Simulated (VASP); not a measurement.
**ScPt: electric field gradients with LDA**

ScPt:

```xyz
2
Lattice="3.2481 0.0000 0.0000 0.0000 3.2481 0.0000 0.0000 0.0000 3.2481" Properties=species:S:1:pos:R:3 pbc="T T T"
Sc    1.6240    1.6240    1.6240
Pt    0.0000    0.0000    0.0000
```

```json
{
  "Program": "VASP 6.6.1",
  "Task": "electric field gradients",
  "Functional": "LDA",
  "Potentials or basis": "VASP PAW LDA potentials, release 64 (Sc_sv, Pt)",
  "Cutoff": "520 eV",
  "k mesh": "10 × 10 × 10",
  "Occupations": "fermi-dirac, width 0.05 eV",
  "Spin": "no spin polarisation",
  "Dipole correction": "no",
  "Further INCAR settings": "ALGO = Normal; EDIFF = 1e-08; NBANDS = 18"
}
```

- Pressure: -1.9 GPa
- Band gap on the k mesh: zero (an odd number of electrons rules out a gap without spin polarisation)
- Largest electric field gradient by atom: zero within the noise of the run

Levels at points of the mesh, in eV from the Fermi level:
| k point | band 7 | band 8 | band 9 | band 10 | band 11 | band 12 | band 13 | band 14 |
| --- | --- | --- | --- | --- | --- | --- | --- | --- |
| (0.00, 0.00, 0.00) | -5.40 | -2.94 | -2.94 | -2.94 | 1.43 | 1.43 | 3.50 | 3.50 |
| (0.50, 0.00, 0.00) | -3.39 | -3.32 | -3.32 | -2.51 | -0.92 | -0.21 | 1.14 | 1.14 |
| (0.50, 0.50, 0.00) | -4.02 | -4.02 | -1.65 | -0.84 | 0.33 | 0.33 | 1.95 | 3.57 |
| (0.50, 0.50, 0.50) | -4.43 | -1.59 | -1.59 | -1.49 | -1.49 | -1.49 | 3.15 | 3.71 |

Wall time 33 s on 1 thread of AMD EPYC 7R13 (shared host), peak memory 0.13 GiB.

Caveat: spin-orbit coupling is left out, which moves the levels of the heavy elements.
